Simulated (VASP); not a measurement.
# Ga3O4 (P-43m) in VASP: further runs, part 2 of 2

VASP 6.6.1. Earlier steps stand in the parts before.

**3. Single point, PBE**

The input, INCAR:

```
SYSTEM = Ga3O4
PREC     = Accurate       ! precision mode
ENCUT    = 520            ! plane-wave cutoff, eV
EDIFF    = 1E-6           ! SCF threshold, eV
ISMEAR   = 0              ! smearing method
SIGMA    = 0.1            ! smearing width, eV
LREAL    = .False.        ! projectors in reciprocal space
LASPH    = .True.         ! aspherical terms in the spheres
NELM     = 80             ! most SCF steps
ALGO     = Normal         ! electronic algorithm
ISIF     = 2              ! what is computed and relaxed
LWAVE    = .False.        ! write WAVECAR
LCHARG   = .False.        ! write CHGCAR
GGA      = PE             ! functional
NBANDS   = 40             ! bands
```

The input, KPOINTS:

```
regular mesh
0
Gamma
  8 8 8
  0 0 0
```

The input, POSCAR:

```
Ga3O4
1.0
    4.5693854138      0.0000000000      0.0000000000
    0.0000000000      4.5693854138      0.0000000000
    0.0000000000      0.0000000000      4.5693854138
Ga O
3 4
Direct
    0.0000000000      0.0000000000      0.5000000000
    0.5000000000      0.0000000000      0.0000000000
    0.0000000000      0.5000000000      0.0000000000
    0.7671536939      0.7671536939      0.7671536939
    0.2328463061      0.2328463061      0.7671536939
    0.2328463061      0.7671536939      0.2328463061
    0.7671536939      0.2328463061      0.2328463061
```

Potentials or basis: VASP PAW PBE potentials, release 64 (Ga_d, O).

Launch:

```bash
cat potpaw_PBE.64/Ga_d/POTCAR potpaw_PBE.64/O/POTCAR > POTCAR
mpirun -np 1 vasp_std > vasp.out
```

OUTCAR:

```text
SYSTEM = Ga3O4
   PREC = Accurate
   ENCUT = 520
   EDIFF = 1E-6
   ISMEAR = 0
   LREAL = .False.
   LASPH = .True.
   NELM = 80
   ISIF = 2
   GGA = PE

 ion  position               nearest neighbor table
   1  0.000  0.000  0.500-   4 1.94   5 1.94   6 1.94   7 1.94
   2  0.500  0.000  0.000-   4 1.94   5 1.94   6 1.94   7 1.94
   3  0.000  0.500  0.000-   4 1.94   5 1.94   6 1.94   7 1.94
   4  0.767  0.767  0.767-   1 1.94   2 1.94   3 1.94
   5  0.233  0.233  0.767-   1 1.94   2 1.94   3 1.94
[... 1243 lines left out ...]
  -------------------------------------------------------------------------------------
  Total        0.3367433      0.3367433      0.3367433      0.0000000      0.0000000      0.0000000
  in kB        5.6550457      5.6550457      5.6550457      0.0000000      0.0000000      0.0000000
  external PRESSURE =       5.6550457 kB  Pullay stress =       0.0000000 kB

 VOLUME and BASIS-vectors are now :
 -----------------------------------------------------------------------------
  energy-cutoff  :      520.00
  volume of cell :       95.41
      direct lattice vectors                 reciprocal lattice vectors
     4.569385414  0.000000000  0.000000000     0.218847812  0.000000000  0.000000000
     0.000000000  4.569385414  0.000000000     0.000000000  0.218847812  0.000000000
     0.000000000  0.000000000  4.569385414     0.000000000  0.000000000  0.218847812

 POSITION                                       TOTAL-FORCE (eV/Angst)
 -----------------------------------------------------------------------------------
      0.00000      0.00000      2.28469        -0.000000     -0.000000      0.000000
      2.28469      0.00000      0.00000        -0.000000      0.000000      0.000000
      0.00000      2.28469      0.00000        -0.000000      0.000000      0.000000
      3.50542      3.50542      3.50542        -0.017691     -0.017691     -0.017691
      1.06396      1.06396      3.50542         0.017691      0.017691     -0.017691
      1.06396      3.50542      1.06396         0.017691     -0.017691      0.017691
      3.50542      1.06396      1.06396        -0.017691      0.017691      0.017691
 -----------------------------------------------------------------------------------
    total drift:                                0.000000      0.000000      0.000000

  FREE ENERGIE OF THE ION-ELECTRON SYSTEM (eV)
  ---------------------------------------------------
  free  energy   TOTEN  =       -39.4505686206 eV

  energy  without entropy=      -39.4441540148  energy(sigma->0) =      -39.44736132
```

Run time: 73 s. Hardware: 1 thread of Intel Xeon 6975P-C (Granite Rapids), shared host; peak memory 0.25 GiB.

Results:

| Item | Value |
| --- | --- |
| Free energy | -39.4506 eV |
| Pressure | 0.6 GPa |
| Largest force | 0.031 eV/Å |
| Band gap on the k mesh | zero (an odd number of electrons rules out a gap without spin polarisation) |

Forces on the atoms (eV/Å):
```
Ga   0.000  0.000  0.000
Ga   0.000  0.000  0.000
Ga   0.000  0.000  0.000
O   -0.018 -0.018 -0.018
O    0.018  0.018 -0.018
O    0.018 -0.018  0.018
O   -0.018  0.018  0.018
```

Levels at points of the mesh, in eV from the Fermi level:
| k point | band 29 | band 30 | band 31 | band 32 | band 33 | band 34 |
| --- | --- | --- | --- | --- | --- | --- |
| (0.00, 0.00, 0.00) | -4.10 | -4.10 | -4.10 | -2.82 | 1.55 | 1.55 |
| (0.50, 0.00, 0.00) | -4.88 | -4.30 | -4.30 | -0.10 | 0.77 | 3.53 |
| (0.50, 0.50, 0.00) | -4.78 | -4.18 | -4.18 | 1.57 | 1.57 | 1.74 |
| (0.50, 0.50, 0.50) | -4.10 | -4.10 | -4.10 | 0.72 | 0.72 | 0.72 |

Caveat: an odd number of electrons without spin polarisation forces a metal; a magnetic or distorted state may lie lower.

**4. Relaxation of cell and atoms, PBE**

This run uses another cell than the first one, of 13.97 Å³/atom.

The input, INCAR:

```
SYSTEM = Ga3O4
ALGO = Normal
EDIFF = 1E-6
EDIFFG = -0.08
ENCUT = 600
GGA = PE
IBRION = 2
ISIF = 3
ISMEAR = 0
LASPH = .True.
LCHARG = .False.
LREAL = .False.
LWAVE = .False.
NELM = 60
NSW = 36
PREC = Accurate
SIGMA = 0.2
```

The input, KPOINTS:

```
k-points
0
Gamma
  4 4 4
  0 0 0
```

The input, POSCAR:

```
Ga3O4
1.0
    4.6069484800      0.0000000000      0.0000000000
    0.0000000000      4.6069484800      0.0000000000
    0.0000000000      0.0000000000      4.6069484800
Ga O
3 4
Direct
    0.0000000000      0.0000000000      0.5000000000
    0.5000000000      0.0000000000      0.0000000000
    0.0000000000      0.5000000000      0.0000000000
    0.7206873300      0.7206873300      0.7206873300
    0.2793126700      0.2793126700      0.7206873300
    0.2793126700      0.7206873300      0.2793126700
    0.7206873300      0.2793126700      0.2793126700
```

Launch:

```bash
cat potpaw_PBE.64/Ga_d/POTCAR potpaw_PBE.64/O/POTCAR > POTCAR
mpirun -np 1 vasp_std > vasp.out
```

Wall time 2.1 min (1 thread of Intel Xeon 6975P-C (Granite Rapids), shared host); peak memory 0.25 GiB.

It converged, with:

* Free energy: -39.5087 eV
* Relaxed volume: 13.57 Å³/atom
* Relaxed cell: a = 4.563 Å, b = 4.563 Å, c = 4.563 Å, α = 90.00°, β = 90.00°, γ = 90.00°
* Space group after relaxing (to 0.1 Å): P-43m (No. 215)
* Energy gained by relaxing: 316.5 meV/atom
* Ionic steps: 5
* Pressure after relaxing: 0.3 GPa
* Largest force after relaxing: 0.044 eV/Å
* Band gap on the k mesh: zero (an odd number of electrons rules out a gap without spin polarisation)

Forces in eV/Å, atoms in the order of the input:
```
Ga   0.000  0.000  0.000
Ga   0.000  0.000  0.000
Ga   0.000  0.000  0.000
O    0.025  0.025  0.025
O   -0.025 -0.025  0.025
O   -0.025  0.025 -0.025
O    0.025 -0.025 -0.025
```

The path:
```csv
step,energy change (eV),largest force (eV/Å),pressure (GPa),volume (Å³)
1,0.0000,2.7888,-15.05,97.78
2,-1.2962,0.5881,14.89,80.36
3,-1.4118,1.1809,5.89,83.72
4,-1.7975,0.8316,4.07,86.92
5,-2.2152,0.0436,0.28,95.01
```

Final structure:
```
CELL_PARAMETERS angstrom
4.56313 0.00000 0.00000
0.00000 4.56313 0.00000
0.00000 0.00000 4.56313
ATOMIC_POSITIONS crystal
Ga 0.00000 0.00000 0.50000
Ga 0.50000 0.00000 0.00000
Ga 0.00000 0.50000 0.00000
O 0.76569 0.76569 0.76569
O 0.23431 0.23431 0.76569
O 0.23431 0.76569 0.23431
O 0.76569 0.23431 0.23431
```

Levels at points of the mesh, in eV from the Fermi level:
| k point | band 29 | band 30 | band 31 | band 32 | band 33 | band 34 |
| --- | --- | --- | --- | --- | --- | --- |
| (0.00, 0.00, 0.00) | -4.38 | -4.38 | -4.38 | -3.07 | 1.27 | 1.27 |
| (0.50, 0.00, 0.00) | -5.17 | -4.59 | -4.59 | -0.35 | 0.49 | 3.25 |
| (0.50, 0.50, 0.00) | -5.09 | -4.46 | -4.46 | 1.30 | 1.30 | 1.48 |
| (0.50, 0.50, 0.50) | -4.38 | -4.38 | -4.38 | 0.46 | 0.46 | 0.46 |

Caveat: an odd number of electrons without spin polarisation forces a metal; a magnetic or distorted state may lie lower; the relaxation stopped at a loose force limit of 0.08 eV/Å, so its end isn't a converged minimum.

**5. Summary**

```tsv
task	cell	k mesh	cutoff (eV)	smearing	gap on the mesh (eV)	pressure (GPa)	largest force (eV/Å)
single point	a = 4.572 Å, 7 atoms, atomic positions A	4 × 4 × 4	520	gaussian 0.2 eV	none	0.3	0.03
single point	a = 4.569 Å, 7 atoms, atomic positions A	8 × 8 × 8	520	gaussian 0.1 eV	none	0.6	0.03
relaxation of cell and atoms	relaxed from a = 4.607 Å, 7 atoms, atomic positions B	4 × 4 × 4	600	gaussian 0.2 eV	none	0.3	0.04
```

Alike in all rows: level PBE; potentials or basis VASP PAW PBE potentials, release 64 (Ga_d, O); no spin polarisation.

Caveats: an odd number of electrons without spin polarisation forces a metal; a magnetic or distorted state may lie lower; the relaxation stopped at a loose force limit of 0.08 eV/Å, so its end isn't a converged minimum (at least some runs).

Total energies depend on the potentials used, so only differences within one code and one set of settings carry meaning.
